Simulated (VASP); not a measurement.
# PbS (Galena) (Fm-3m) in VASP: further runs

The runs below take PbS (Galena) through single point, with revPBE+D3(BJ), RPBE+D4.

Everything below comes from runs of VASP 6.6.1. Logs are shortened: lines on timing, memory, paths and dates and some standing lists are left out, and cuts for length are marked.

## (1) The cell of the first run

Symmetry: Fm-3m, No. 225, cubic system. The conventional cell has a = 5.917 Å, b = 5.917 Å, c = 5.917 Å, α = 90.00°, β = 90.00°, γ = 90.00°. Pb (site symmetry m-3m) has 6 S at 2.96 Å within 3.9 Å. S (site symmetry m-3m) has 6 Pb at 2.96 Å within 3.9 Å.

## (2) Single point, revPBE+D3(BJ)

Input file INCAR:

```
SYSTEM = PbS
PREC = Accurate ; ENCUT = 520
EDIFF = 1E-6 ; ISMEAR = -1
SIGMA = 0.05 ; LREAL = .FALSE.
LASPH = .TRUE. ; NELM = 80
ALGO = Normal ; ISIF = 2
LWAVE = .FALSE. ; LCHARG = .FALSE.
GGA = RE ; IVDW = 12
NBANDS = 17
```

Input file KPOINTS:

```
Automatic mesh
0
G
  8 8 8
  0 0 0
```

Input file POSCAR:

```
PbS
1.0
    0.0000000000      2.9586876705      2.9586876705
    2.9586876705      0.0000000000      2.9586876705
    2.9586876705      2.9586876705      0.0000000000
Pb S
1 1
Direct
    0.0000000000      0.0000000000      0.0000000000
    0.5000000000      0.5000000000      0.5000000000
```

Potentials or basis: VASP PAW PBE potentials, release 64 (Pb_d, S).

Started as:

```
cat potpaw_PBE.64/Pb_d/POTCAR potpaw_PBE.64/S/POTCAR > POTCAR
mpirun -np 1 vasp_std > vasp.out
```

OUTCAR:

```text
SYSTEM = PbS
   PREC = Accurate
   ENCUT = 520
   EDIFF = 1E-6
   ISMEAR = -1
   LREAL = .FALSE.
   LASPH = .TRUE.
   NELM = 80
   ISIF = 2
   GGA = RE
   IVDW = 12
 IVDW          = 12

 ion  position               nearest neighbor table
   1  0.000  0.000  0.000-   2 2.96   2 2.96   2 2.96   2 2.96   2 2.96   2 2.96
   2  0.500  0.500  0.500-   1 2.96   1 2.96   1 2.96   1 2.96   1 2.96   1 2.96

  LATTYP: Found a face centered cubic cell.
 ALAT       =     5.9173753410

  Lattice vectors:

 A1 = (   0.0000000000,   2.9586876705,   2.9586876705)
 A2 = (   2.9586876705,   0.0000000000,   2.9586876705)
 A3 = (   2.9586876705,   2.9586876705,   0.0000000000)

Analysis of symmetry for initial positions (statically):
=====================================================================
 Subroutine PRICEL returns:
 Original cell was already a primitive cell.

 Routine SETGRP: Setting up the symmetry group for a
 face centered cubic supercell.

 Subroutine GETGRP returns: Found 48 space group operations
[... 9 lines left out ...]

 Routine SETGRP: Setting up the symmetry group for a
 face centered cubic supercell.

 Subroutine GETGRP returns: Found 48 space group operations
[... 11 lines left out ...]
                                     Primitive cell

  volume of cell :      51.7997

  direct lattice vectors                    reciprocal lattice vectors
     0.000000000  2.958687670  2.958687670    -0.168993843  0.168993843  0.168993843
     2.958687670  0.000000000  2.958687670     0.168993843 -0.168993843  0.168993843
     2.958687670  2.958687670  0.000000000     0.168993843  0.168993843 -0.168993843

  length of vectors
     4.184216230  4.184216230  4.184216230     0.292705922  0.292705922  0.292705922

  position of ions in fractional coordinates (direct lattice)
     0.000000000  0.000000000  0.000000000
     0.500000000  0.500000000  0.500000000

  ion indices of the primitive-cell ions
   primitive index   ion index
                 1           1
                 2           2

----------------------------------------------------------------------------------------

 KPOINTS: Automatic mesh

Automatic generation of k-mesh.
 Grid dimensions read from file:
 generate k-points for:    8    8    8

 Generating k-lattice:

  Cartesian coordinates                     Fractional coordinates (reciprocal lattice)
    -0.021124230  0.021124230  0.021124230     0.125000000  0.000000000  0.000000000
     0.021124230 -0.021124230  0.021124230     0.000000000  0.125000000  0.000000000
     0.021124230  0.021124230 -0.021124230     0.000000000  0.000000000  0.125000000

  Length of vectors
     0.036588240  0.036588240  0.036588240

  Shift w.r.t. Gamma in fractional coordinates (k-lattice)
     0.000000000  0.000000000  0.000000000

 Subroutine IBZKPT returns following result:
 ===========================================

 Found     29 irreducible k-points:

 Following reciprocal coordinates:
            Coordinates               Weight
  0.000000  0.000000  0.000000      1.000000
  0.125000  0.000000  0.000000      8.000000
  0.250000  0.000000  0.000000      8.000000
  0.375000  0.000000  0.000000      8.000000
  0.500000  0.000000  0.000000      4.000000
  0.125000  0.125000  0.000000      6.000000
[... 16 lines left out ...]
  0.500000  0.250000  0.125000     48.000000
 -0.375000  0.250000  0.125000     24.000000
 [... further k-points ...]
   k-points           NKPTS =     29   k-points in BZ     NKDIM =     29   number of bands    NBANDS=     17
   number of dos      NEDOS =    301   number of ions     NIONS =      2
   total plane-waves  NPLWV =  32768
   dimension x,y,z NGX =    32 NGY =   32 NGZ =   32
   dimension x,y,z NGXF=    64 NGYF=   64 NGZF=   64
   ions per type =               1   1
   NGX,Y,Z   is equivalent  to a cutoff of  12.71, 12.71, 12.71 a.u.
   NGXF,Y,Z  is equivalent  to a cutoff of  25.43, 25.43, 25.43 a.u.
 SYSTEM =  PbS
   PREC   = accura    normal or accurate (medium, high low for compatibility)
   ISTART =      0    job   : 0-new  1-cont  2-samecut
   ICHARG =      2    charge: 1-file 2-atom 10-const
   ISPIN  =      1    spin polarized calculation?
   LNONCOLLINEAR =      F non collinear calculations
   LSORBIT =      F    spin-orbit coupling
   LASPH  =      T    aspherical Exc in radial PAW
   ENCUT  =  520.0 eV  38.22 Ry    6.18 a.u.   7.78  7.78  7.78*2*pi/ulx,y,z
   NELM   =     80;   NELMIN=  2; NELMDL= -5     # of ELM steps
   EDIFF  = 0.1E-05   stopping-criterion for ELM
   LREAL  =      F    real-space projection
   EDIFFG = 0.1E-04   stopping-criterion for IOM
   NSW    =      0    number of steps for IOM
   IBRION =     -1    ionic relax: 0-MD 1-quasi-New 2-CG
   NFREE  =      0    steps in history (QN), initial steepest desc. (CG)
   ISIF   =      2    stress and relaxation
   ISYM   =      2    0-nonsym 1-usesym 2-fastsym
   POTIM  = 0.5000    time-step for ionic-motion
   TEBEG  =    0.0;   TEEND  =   0.0 temperature during run
   PSTRESS=    0.0 pullay stress
   NELECT =      20.0000    total number of electrons
   NUPDOWN=      -1.0000    fix difference up-down
   EMIN   =  10.00;   EMAX   =-10.00  energy-range for DOS
   EFERMI =   0.00;   METHOD = LEGACY
   ISMEAR =    -1;   SIGMA  =   0.05  broadening in eV -4-tet -1-fermi 0-gaus
   EFERMI_NEDOS =   21; number of points for ismear=-14 and -15
   IALGO  =     38    algorithm
   IMIX   =      4    mixing-type and parameters
     AMIX     =   0.40;   BMIX     =  1.00
     AMIX_MAG =   1.60;   BMIX_MAG =  1.00
  volume/ion in A,a.u.               =      25.90       174.78
  Fermi-wavevector in a.u.,A,eV,Ry     =   1.192090  2.252723 19.334948  1.421079
  Thomas-Fermi vector in A             =   2.328136
   LORBIT       =      0    0 simple, 1 ext, 2 COOP (PROOUT), +10 PAW based schemes
   GGA     = RE    functional components
   LHFCALC =     F    Hartree Fock is set to
   AEXX    =    0.0000 exact exchange contribution
   IVDW    =    12    specifies the selected vdW correction
   LEPSILON=     F    determine dielectric tensor
   LRPA    =     F    only Hartree local field effects (RPA)
 non-spin polarized calculation
  energy-cutoff  :      520.00
  volume of cell :       51.80
 maximum number of plane-waves:      1411
   NGX = 15   NGY = 15   NGZ = 15

 number of electron      19.9999997 magnetization

 Free energy of the ion-electron system (eV)
  ---------------------------------------------------
  ext. energy  EPLUGINS =         0.00000000
  ---------------------------------------------------
  free energy    TOTEN  =        -8.13846066 eV

  energy without entropy =       -8.13832709  energy(sigma->0) =       -8.13839387

 E-fermi :   6.2188     XC(G=0):  -9.5976

 val. band max:        6.0153927341   @ k =   0.5000   0.0000   0.0000
 cond. band min:       6.4221087150   @ k =   0.5000   0.0000   0.0000
 fundamental gap:      0.4067159810
 Fermi energy:         6.2187535527

 k-point     1 :       0.0000    0.0000    0.0000
  band No.  band energies     occupation
      1     -10.8826      2.00000
      2     -10.8826      2.00000
      3     -10.8826      2.00000
      4     -10.8629      2.00000
      5     -10.8629      2.00000
      6      -7.6520      2.00000
[... 9 lines left out ...]
     16      12.7455      0.00000
     17      14.7701      0.00000

 k-point     2 :       0.1250    0.0000    0.0000
  band No.  band energies     occupation
      1     -10.8819      2.00000
      2     -10.8793      2.00000
      3     -10.8793      2.00000
      4     -10.8641      2.00000
      5     -10.8641      2.00000
      6      -7.5180      2.00000
[... 9 lines left out ...]
     16      13.1181      0.00000
     17      15.9567      0.00000

 k-point     3 :       0.2500    0.0000    0.0000
  band No.  band energies     occupation
      1     -10.8841      2.00000
      2     -10.8841      2.00000
      3     -10.8804      2.00000
      4     -10.8540      2.00000
      5     -10.8540      2.00000
      6      -7.1459      2.00000
[... 9 lines left out ...]
     16      13.9660      0.00000
     17      18.0253      0.00000

 k-point     4 :       0.3750    0.0000    0.0000
  band No.  band energies     occupation
      1     -10.8940      2.00000
      2     -10.8940      2.00000
      3     -10.8796      2.00000
      4     -10.8387      2.00000
      5     -10.8387      2.00000
      6      -6.6626      2.00000
[... 9 lines left out ...]
     16      15.1841      0.00000
     17      17.8939      0.00000

 k-point     5 :       0.5000    0.0000    0.0000
  band No.  band energies     occupation
      1     -10.8983      2.00000
      2     -10.8983      2.00000
      3     -10.8794      2.00000
      4     -10.8321      2.00000
      5     -10.8321      2.00000
      6      -6.4021      2.00000
[... 9 lines left out ...]
     16      16.1085      0.00000
     17      16.6059      0.00000

 k-point     6 :       0.1250    0.1250    0.0000
  band No.  band energies     occupation
      1     -10.8864      2.00000
      2     -10.8756      2.00000
      3     -10.8740      2.00000
      4     -10.8740      2.00000
      5     -10.8591      2.00000
      6      -7.4710      2.00000
[... 9 lines left out ...]
     16      13.9064      0.00000
     17      15.2977      0.00000
[... 281 lines left out ...]
 k-point    21 :       0.5000    0.5000    0.0000
  band No.  band energies     occupation
      1     -11.0214      2.00000
      2     -10.9082      2.00000
      3     -10.8367      2.00000
      4     -10.8209      2.00000
      5     -10.8209      2.00000
      6      -5.9614      2.00000
[... 9 lines left out ...]
     16      18.2340      0.00000
     17      18.2350      0.00000

 k-point    22 :       0.3750    0.2500    0.1250
  band No.  band energies     occupation
      1     -10.9127      2.00000
      2     -10.8862      2.00000
      3     -10.8706      2.00000
      4     -10.8532      2.00000
      5     -10.8426      2.00000
      6      -6.8220      2.00000
[... 9 lines left out ...]
     16      15.9180      0.00000
     17      16.2045      0.00000

 k-point    23 :       0.5000    0.2500    0.1250
  band No.  band energies     occupation
      1     -10.9285      2.00000
      2     -10.8799      2.00000
      3     -10.8737      2.00000
      4     -10.8479      2.00000
      5     -10.8361      2.00000
      6      -6.3904      2.00000
[... 9 lines left out ...]
     16      16.3224      0.00000
     17      17.3542      0.00000

 k-point    24 :      -0.3750    0.2500    0.1250
  band No.  band energies     occupation
      1     -10.9344      2.00000
      2     -10.8819      2.00000
      3     -10.8657      2.00000
      4     -10.8530      2.00000
      5     -10.8315      2.00000
      6      -6.1720      2.00000
[... 9 lines left out ...]
     16      16.9237      0.00000
     17      17.2470      0.00000

 [... further k-points ...]

------------------------ aborting loop because EDIFF is reached ----------------------------------------

 Edisp (eV)   -1.30457

 E8    (eV) :    -0.9203

  FORCE on cell =-STRESS in cart. coord.  units (eV):
  Direction    XX          YY          ZZ          XY          YZ          ZX
  --------------------------------------------------------------------------------------
  -------------------------------------------------------------------------------------
  Total      -0.02931    -0.02931    -0.02931    -0.00000     0.00000    -0.00000
  in kB      -0.90651    -0.90651    -0.90651    -0.00000     0.00000    -0.00000
  external pressure =       -0.91 kB  Pullay stress =        0.00 kB

 VOLUME and BASIS-vectors are now :
 -----------------------------------------------------------------------------
  energy-cutoff  :      520.00
  volume of cell :       51.80
      direct lattice vectors                 reciprocal lattice vectors
     0.000000000  2.958687670  2.958687670    -0.168993843  0.168993843  0.168993843
     2.958687670  0.000000000  2.958687670     0.168993843 -0.168993843  0.168993843
     2.958687670  2.958687670  0.000000000     0.168993843  0.168993843 -0.168993843

 POSITION                                       TOTAL-FORCE (eV/Angst)
 -----------------------------------------------------------------------------------
      0.00000      0.00000      0.00000        -0.000000      0.000000      0.000000
      2.95869      2.95869      2.95869         0.000000     -0.000000     -0.000000
 -----------------------------------------------------------------------------------
    total drift:                                0.000000     -0.000000     -0.000000

  FREE ENERGIE OF THE ION-ELECTRON SYSTEM (eV)
  ---------------------------------------------------
  free  energy   TOTEN  =        -9.4430349874 eV

  energy  without entropy=       -9.4429014158  energy(sigma->0) =       -9.44296820
```

It took 28 s on 1 thread of Intel Xeon 6975P-C, shared host; peak memory 0.19 GiB.

Results:

```
Free energy                : -9.4430 eV
Pressure                   : -0.1 GPa
Band gap on the k mesh     : 0.41 eV, direct
Dispersion energy per atom : -0.652 eV
```

Caveat: the PAW data sets were made with another functional, which shifts forces and pressure a little; spin-orbit coupling is left out, which moves the levels of the heavy elements. A k mesh can miss the band edges.

## (3) Single point, RPBE+D4

This run uses another cell than the first one, of 26.23 Å³/atom, 1.013 times its volume.

Input file INCAR:

```
SYSTEM = PbS
PREC     = Accurate       ! precision mode
ENCUT    = 520            ! plane-wave cutoff, eV
EDIFF    = 1E-6           ! SCF threshold, eV
ISMEAR   = -1             ! smearing method
SIGMA    = 0.05           ! smearing width, eV
LREAL    = .False.        ! projectors in reciprocal space
LASPH    = .True.         ! aspherical terms in the spheres
NELM     = 60             ! most SCF steps
ALGO     = Normal         ! electronic algorithm
ISIF     = 2              ! what is computed and relaxed
LWAVE    = .False.        ! write WAVECAR
LCHARG   = .False.        ! write CHGCAR
GGA      = RP             ! functional
IVDW     = 13             ! dispersion correction
NBANDS   = 17             ! bands
```

Input file KPOINTS:

```
Automatic mesh
0
Gamma
  8 8 8
  0 0 0
```

Input file POSCAR:

```
PbS
1.0
    0.0000000000      2.9711423229      2.9711423229
    2.9711423229      0.0000000000      2.9711423229
    2.9711423229      2.9711423229      0.0000000000
Pb S
1 1
Direct
    0.0000000000      0.0000000000      0.0000000000
    0.5000000000      0.5000000000      0.5000000000
```

Potentials or basis: VASP PAW PBE potentials, release 64 (Pb_d, S).

Started as:

```
cat potpaw_PBE.64/Pb_d/POTCAR potpaw_PBE.64/S/POTCAR > POTCAR
mpirun -np 1 vasp_std > vasp.out
```

It used 20 s of CPU time on 1 thread of Intel Xeon 6975P-C (shared host).

Results (log left out):

```yaml
Free_energy: -9.4855 eV
Pressure: -0.1 GPa
Band_gap_on_the_k_mesh: 0.48 eV, direct
Dispersion_energy_per_atom: -0.709 eV
```

Levels at points of the mesh, in eV from the valence-band top:
```tsv
k point	band 7	band 8	band 9	band 10	band 11	band 12	band 13	band 14
(0.00, 0.00, 0.00)	-6.00	-2.15	-2.15	-2.15	5.26	5.26	5.26	6.79
(0.50, 0.00, 0.00)	-8.78	-1.77	-1.77	0.00	0.48	2.03	2.03	8.81
(0.50, 0.50, 0.00)	-7.16	-5.11	-3.40	-3.40	3.99	5.63	5.72	5.72
```

Caveat: the PAW data sets were made with another functional, which shifts forces and pressure a little; spin-orbit coupling is left out, which moves the levels of the heavy elements. A k mesh can miss the band edges.
